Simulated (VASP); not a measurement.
A run of VASP 6.6.1 is set up as follows.

INCAR

```
ALGO = Normal
EDIFF = 1E-6
ENCUT = 520
GGA = PS
ISIF = 2
ISMEAR = -1
LASPH = True
LCHARG = False
LREAL = False
LWAVE = False
NBANDS = 11
NELM = 100
PREC = Accurate
SIGMA = 0.08
```

File KPOINTS:

```
k-points
0
Gamma
  17 17 17
```

POSCAR

```
SiC
1.0
    0.0000000000      1.6525735783      1.6525735783
    1.6525735783      0.0000000000      1.6525735783
    1.6525735783      1.6525735783      0.0000000000
Si C
1 1
Direct
    0.0000000000      0.0000000000      0.0000000000
    0.5000000000      0.5000000000      0.5000000000
```

Potentials or basis: VASP PAW PBE potentials, release 64 (Si, C).

Command:

```console
$ cat potpaw_PBE.64/Si/POTCAR potpaw_PBE.64/C/POTCAR > POTCAR
$ mpirun -np 1 vasp_std > vasp.out
```

Estimate the pressure.

521.3 GPa.

Estimate the band gap on the k mesh.

zero (band 4 reaches 24.14 eV, above the bottom of band 5 at 22.85 eV).

Caveat: the PAW data sets were made with another functional, which shifts forces and pressure a little.
